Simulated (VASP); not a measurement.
# CaO (P6_3mc) in VASP: single point with r2SCAN

Aim: the single point of CaO with r2SCAN.

Everything below comes from runs of VASP 6.6.1. Logs are shortened: lines on timing, memory, paths and dates and some standing lists are left out, and cuts for length are marked.

## 1. The cell of the first run

It takes space group P6_3mc (No. 186, hexagonal). Conventional cell: a = 3.733 Å, b = 3.733 Å, c = 11.692 Å, α = 90.00°, β = 90.00°, γ = 120.00°. Ca (site symmetry 3m) has 4 O at 2.25 to 2.27 Å within 3.0 Å. Within 3.0 Å of Ca (site symmetry 3m) lie 4 O at 2.24 to 2.26 Å. O (site symmetry 3m) has 4 Ca at 2.26 to 2.27 Å within 3.0 Å. O (site symmetry 3m) has 4 Ca at 2.24 to 2.25 Å within 3.0 Å.

## 2. Single point, r2SCAN

POSCAR reads:

```
CaO
1.0
    3.7328537632      0.0000000000      0.0000000000
   -1.8664268816      3.2327461875      0.0000000000
    0.0000000000      0.0000000000     11.6922807246
Ca O
4 4
Direct
    0.0000000000      0.0000000000     -0.0035776439
    0.3333333333      0.6666666667      0.2479206464
    0.0000000000      0.0000000000      0.4964223561
    0.6666666667      0.3333333333      0.7479206464
    0.0000000000      0.0000000000      0.1909536970
    0.3333333333      0.6666666667      0.4397033006
    0.0000000000      0.0000000000      0.6909536970
    0.6666666667      0.3333333333      0.9397033006
```

INCAR.step1 reads:

```
PREC     = Accurate       # precision mode
ENCUT    = 520            # plane-wave cutoff, eV
ISMEAR   = 0              # smearing method
SIGMA    = 0.01           # smearing width, eV
LREAL    = F              # projectors in reciprocal space
LASPH    = T              # aspherical terms in the spheres
NELM     = 80             # most SCF steps
NBANDS   = 42             # bands
GGA      = PE             # functional
ALGO     = Normal         # electronic algorithm
EDIFF    = 1E-4           # SCF threshold, eV
LWAVE    = T              # write WAVECAR
LCHARG   = F              # write CHGCAR
```

INCAR.step2 reads:

```
PREC     = Accurate       # precision mode
ENCUT    = 520            # plane-wave cutoff, eV
EDIFF    = 1E-6           # SCF threshold, eV
ISMEAR   = 0              # smearing method
SIGMA    = 0.01           # smearing width, eV
LREAL    = F              # projectors in reciprocal space
LASPH    = T              # aspherical terms in the spheres
NELM     = 80             # most SCF steps
ALGO     = Normal         # electronic algorithm
ISIF     = 2              # what is computed and relaxed
LWAVE    = F              # write WAVECAR
LCHARG   = F              # write CHGCAR
METAGGA  = R2SCAN         # meta-GGA
LMIXTAU  = T            
NBANDS   = 42             # bands
ISTART   = 1
```

KPOINTS reads:

```
regular mesh
0
Gamma
  12 12 2
```

Potentials or basis: VASP PAW PBE potentials, release 64 (Ca_sv, O).

Started as:

```sh
> cat potpaw_PBE.64/Ca_sv/POTCAR potpaw_PBE.64/O/POTCAR > POTCAR
> cp INCAR.step1 INCAR
> mpirun -np 1 vasp_std > vasp.out
> cp INCAR.step2 INCAR
> mpirun -np 1 vasp_std > vasp.out
```

OUTCAR:

```text
PREC = Accurate
   ENCUT = 520
   EDIFF = 1E-6
   ISMEAR = 0
   LREAL = F
   LASPH = T
   NELM = 80
   ISIF = 2
   METAGGA = R2SCAN
   ISTART = 1

 ion  position               nearest neighbor table
   1  0.000  0.000  0.996-   8 2.25   8 2.25   8 2.25   5 2.27
   2  0.333  0.667  0.248-   6 2.24   5 2.26   5 2.26   5 2.26
   3  0.000  0.000  0.496-   6 2.25   6 2.25   6 2.25   7 2.27
   4  0.667  0.333  0.748-   8 2.24   7 2.26   7 2.26   7 2.26
   5  0.000  0.000  0.191-   2 2.26   2 2.26   2 2.26   1 2.27
   6  0.333  0.667  0.440-   2 2.24   3 2.25   3 2.25   3 2.25
   7  0.000  0.000  0.691-   4 2.26   4 2.26   4 2.26   3 2.27
   8  0.667  0.333  0.940-   4 2.24   1 2.25   1 2.25   1 2.25

  LATTYP: Found a hexagonal cell.
 ALAT       =     3.7328537632
 C/A-ratio  =     3.1322632673

  Lattice vectors:

 A1 = (   3.7328537632,   0.0000000000,   0.0000000000)
 A2 = (  -1.8664268816,   3.2327461875,   0.0000000000)
 A3 = (   0.0000000000,   0.0000000000,  11.6922807246)

Analysis of symmetry for initial positions (statically):
=====================================================================
 Subroutine PRICEL returns:
 Original cell was already a primitive cell.

 Routine SETGRP: Setting up the symmetry group for a
 hexagonal supercell.

 Subroutine GETGRP returns: Found 12 space group operations
 (whereof  6 operations were pure point group operations)
 out of a pool of 24 trial point group operations.

The static configuration has the point symmetry C_3v.
 The point group associated with its full space group is C_6v.

Analysis of symmetry for dynamics (positions and initial velocities):
=====================================================================
 Subroutine PRICEL returns:
 Original cell was already a primitive cell.

 Routine SETGRP: Setting up the symmetry group for a
 hexagonal supercell.

 Subroutine GETGRP returns: Found 12 space group operations
 (whereof  6 operations were pure point group operations)
 out of a pool of 24 trial point group operations.

The dynamic configuration has the point symmetry C_3v.
 The point group associated with its full space group is C_6v.

 Subroutine INISYM returns: Found 12 space group operations
 (whereof  6 operations are pure point group operations),
 and found     1 'primitive' translations

----------------------------------------------------------------------------------------

                                     Primitive cell

  volume of cell :     141.0951

  direct lattice vectors                    reciprocal lattice vectors
     3.732853763  0.000000000  0.000000000     0.267891555  0.154667262  0.000000000
    -1.866426882  3.232746188  0.000000000     0.000000000  0.309334523  0.000000000
     0.000000000  0.000000000 11.692280725     0.000000000  0.000000000  0.085526513

  length of vectors
     3.732853763  3.732853763 11.692280725     0.309334523  0.309334523  0.085526513

  position of ions in fractional coordinates (direct lattice)
     0.000000000  0.000000000  0.996422356
     0.333333333  0.666666667  0.247920646
     0.000000000  0.000000000  0.496422356
     0.666666667  0.333333333  0.747920646
     0.000000000  0.000000000  0.190953697
     0.333333333  0.666666667  0.439703301
     0.000000000  0.000000000  0.690953697
     0.666666667  0.333333333  0.939703301

  ion indices of the primitive-cell ions
   primitive index   ion index
                 1           1
                 2           2
                 3           3
                 4           4
                 5           5
                 6           6
                 7           7
                 8           8

----------------------------------------------------------------------------------------

 KPOINTS: regular mesh

Automatic generation of k-mesh.
 Grid dimensions read from file:
 generate k-points for:   12   12    2

 Generating k-lattice:

  Cartesian coordinates                     Fractional coordinates (reciprocal lattice)
     0.022324296  0.012888938  0.000000000     0.083333333  0.000000000  0.000000000
     0.000000000  0.025777877  0.000000000     0.000000000  0.083333333  0.000000000
     0.000000000  0.000000000  0.042763257     0.000000000  0.000000000  0.500000000

  Length of vectors
     0.025777877  0.025777877  0.042763257

  Shift w.r.t. Gamma in fractional coordinates (k-lattice)
     0.000000000  0.000000000  0.000000000

 Subroutine IBZKPT returns following result:
 ===========================================

 Found     38 irreducible k-points:

 Following reciprocal coordinates:
            Coordinates               Weight
  0.000000  0.000000  0.000000      1.000000
  0.083333 -0.000000  0.000000      6.000000
  0.166667 -0.000000  0.000000      6.000000
  0.250000  0.000000  0.000000      6.000000
  0.333333 -0.000000  0.000000      6.000000
  0.416667 -0.000000  0.000000      6.000000
[... 16 lines left out ...]
  0.250000  0.000000  0.500000      6.000000
  0.333333 -0.000000  0.500000      6.000000
 [... further k-points ...]
   k-points           NKPTS =     38   k-points in BZ     NKDIM =     38   number of bands    NBANDS=     42
   number of dos      NEDOS =    301   number of ions     NIONS =      8
   total plane-waves  NPLWV =  70560
   dimension x,y,z NGX =    28 NGY =   28 NGZ =   90
   dimension x,y,z NGXF=    56 NGYF=   56 NGZF=  180
   ions per type =               4   4
   NGX,Y,Z   is equivalent  to a cutoff of  12.47, 12.47, 12.80 a.u.
   NGXF,Y,Z  is equivalent  to a cutoff of  24.94, 24.94, 25.59 a.u.
 SYSTEM =  unknown system
   PREC   = accura    normal or accurate (medium, high low for compatibility)
   ISTART =      1    job   : 0-new  1-cont  2-samecut
   ICHARG =      0    charge: 1-file 2-atom 10-const
   ISPIN  =      1    spin polarized calculation?
   LNONCOLLINEAR =      F non collinear calculations
   LSORBIT =      F    spin-orbit coupling
   LASPH  =      T    aspherical Exc in radial PAW
   ENCUT  =  520.0 eV  38.22 Ry    6.18 a.u.   6.94  6.94 21.74*2*pi/ulx,y,z
   NELM   =     80;   NELMIN=  2; NELMDL=  0     # of ELM steps
   EDIFF  = 0.1E-05   stopping-criterion for ELM
   LREAL  =      F    real-space projection
   EDIFFG = 0.1E-04   stopping-criterion for IOM
   NSW    =      0    number of steps for IOM
   IBRION =     -1    ionic relax: 0-MD 1-quasi-New 2-CG
   NFREE  =      0    steps in history (QN), initial steepest desc. (CG)
   ISIF   =      2    stress and relaxation
   ISYM   =      2    0-nonsym 1-usesym 2-fastsym
   POTIM  = 0.5000    time-step for ionic-motion
   TEBEG  =    0.0;   TEEND  =   0.0 temperature during run
   PSTRESS=    0.0 pullay stress
   NELECT =      64.0000    total number of electrons
   NUPDOWN=      -1.0000    fix difference up-down
   EMIN   =  10.00;   EMAX   =-10.00  energy-range for DOS
   EFERMI =   0.00;   METHOD = LEGACY
   ISMEAR =     0;   SIGMA  =   0.01  broadening in eV -4-tet -1-fermi 0-gaus
   EFERMI_NEDOS =   21; number of points for ismear=-14 and -15
   IALGO  =     38    algorithm
   IMIX   =      4    mixing-type and parameters
     AMIX     =   0.40;   BMIX     =  1.00
     AMIX_MAG =   1.60;   BMIX_MAG =  1.00
  volume/ion in A,a.u.               =      17.64       119.02
  Fermi-wavevector in a.u.,A,eV,Ry     =   1.257856  2.377003 21.527157  1.582201
  Thomas-Fermi vector in A             =   2.391494
   LORBIT       =      0    0 simple, 1 ext, 2 COOP (PROOUT), +10 PAW based schemes
   METAGGA = R2SCAN    functional components
   LHFCALC =     F    Hartree Fock is set to
   AEXX    =    0.0000 exact exchange contribution
   IVDW    =     0    specifies the selected vdW correction
   LEPSILON=     F    determine dielectric tensor
   LRPA    =     F    only Hartree local field effects (RPA)
 non-spin polarized calculation
 Gauss-broadening in eV      SIGMA  =   0.01
  energy-cutoff  :      520.00
  volume of cell :      141.10
 maximum number of plane-waves:      3828
 NGX is ok and might be reduce to    28
   NGX = 13   NGY = 13   NGZ = 43

 number of electron      64.0000004 magnetization

 Free energy of the ion-electron system (eV)
  ---------------------------------------------------
  ext. energy  EPLUGINS =         0.00000000
  ---------------------------------------------------
  free energy    TOTEN  =       -75.93621788 eV

  energy without entropy =      -75.93621788  energy(sigma->0) =      -75.93621788

 E-fermi :   0.2427     XC(G=0):  -9.6041

 val. band max:        0.1151680634   @ k =   0.5000   0.0000   0.0000
 cond. band min:       3.9366934933   @ k =   0.0000   0.0000   0.0000
 fundamental gap:      3.8215254298
 Fermi energy:         0.2426615252

 k-point     1 :       0.0000    0.0000    0.0000
  band No.  band energies     occupation
      1     -38.3955      2.00000
      2     -38.3873      2.00000
      3     -38.3109      2.00000
      4     -38.3024      2.00000
      5     -19.2006      2.00000
      6     -18.8842      2.00000
[... 34 lines left out ...]
     41       9.1465      0.00000
     42       9.1543      0.00000

 k-point     2 :       0.0833   -0.0000    0.0000
  band No.  band energies     occupation
      1     -38.3932      2.00000
      2     -38.3854      2.00000
      3     -38.3090      2.00000
      4     -38.3011      2.00000
      5     -19.1992      2.00000
      6     -18.9051      2.00000
[... 34 lines left out ...]
     41       8.6490      0.00000
     42       8.9914      0.00000

 k-point     3 :       0.1667   -0.0000    0.0000
  band No.  band energies     occupation
      1     -38.3870      2.00000
      2     -38.3804      2.00000
      3     -38.3040      2.00000
      4     -38.2974      2.00000
      5     -19.2002      2.00000
      6     -18.9727      2.00000
[... 897 lines left out ...]
      4     -38.2947      2.00000
      5     -19.1752      2.00000
      6     -19.1752      2.00000
[... 34 lines left out ...]
     41       8.4590      0.00000
     42       8.4590      0.00000

 k-point    24 :       0.3333   -0.0000    0.5000
  band No.  band energies     occupation
      1     -38.3682      2.00000
      2     -38.3682      2.00000
      3     -38.2889      2.00000
      4     -38.2889      2.00000
      5     -19.2329      2.00000
      6     -19.2329      2.00000
[... 34 lines left out ...]
     41       8.2812      0.00000
     42       8.2812      0.00000

 [... further k-points ...]

------------------------ aborting loop because EDIFF is reached ----------------------------------------

  FORCE on cell =-STRESS in cart. coord.  units (eV):
  Direction    XX          YY          ZZ          XY          YZ          ZX
  --------------------------------------------------------------------------------------
  -------------------------------------------------------------------------------------
  Total        0.8547121      0.8547121      0.7783437      0.0000000     -0.0000000      0.0000000
  in kB        9.7055162      9.7055162      8.8383290      0.0000000     -0.0000000      0.0000000
  external PRESSURE =       9.4164538 kB  Pullay stress =       0.0000000 kB

 VOLUME and BASIS-vectors are now :
 -----------------------------------------------------------------------------
  energy-cutoff  :      520.00
  volume of cell :      141.10
      direct lattice vectors                 reciprocal lattice vectors
     3.732853763  0.000000000  0.000000000     0.267891555  0.154667262  0.000000000
    -1.866426882  3.232746188  0.000000000     0.000000000  0.309334523  0.000000000
     0.000000000  0.000000000 11.692280725     0.000000000  0.000000000  0.085526513

 POSITION                                       TOTAL-FORCE (eV/Angst)
 -----------------------------------------------------------------------------------
      0.00000      0.00000     11.65045         0.000000     -0.000000     -0.002027
     -0.00000      2.15516      2.89876        -0.000000      0.000000     -0.013047
      0.00000      0.00000      5.80431         0.000000      0.000000     -0.002027
      1.86643      1.07758      8.74490         0.000000     -0.000000     -0.013047
      0.00000      0.00000      2.23268         0.000000      0.000000      0.004075
     -0.00000      2.15516      5.14113        -0.000000      0.000000      0.010999
      0.00000      0.00000      8.07882         0.000000     -0.000000      0.004075
      1.86643      1.07758     10.98727        -0.000000     -0.000000      0.010999
 -----------------------------------------------------------------------------------
    total drift:                                0.000000      0.000000      0.018021

  FREE ENERGIE OF THE ION-ELECTRON SYSTEM (eV)
  ---------------------------------------------------
  free  energy   TOTEN  =       -75.9362178789 eV

  energy  without entropy=      -75.9362178789  energy(sigma->0) =      -75.93621788
```

Run time: 30 min. Hardware: 1 thread of Intel Xeon 8259CL, shared host; peak memory 0.39 GiB.

Results:

* Free energy: -75.9362 eV
* Pressure: 0.9 GPa
* Largest force: 0.013 eV/Å
* Band gap on the k mesh: 3.82 eV (least direct gap 4.22 eV)

Forces on the atoms (eV/Å):
```
Ca   0.000  0.000 -0.002
Ca   0.000  0.000 -0.013
Ca   0.000  0.000 -0.002
Ca   0.000  0.000 -0.013
O    0.000  0.000  0.004
O    0.000  0.000  0.011
O    0.000  0.000  0.004
O    0.000  0.000  0.011
```

Stress tensor (GPa, compression positive):
```
0.97 0.00 0.00
0.00 0.97 0.00
0.00 0.00 0.88
```

Caveat: the PAW data sets were made with another functional, which shifts forces and pressure a little.
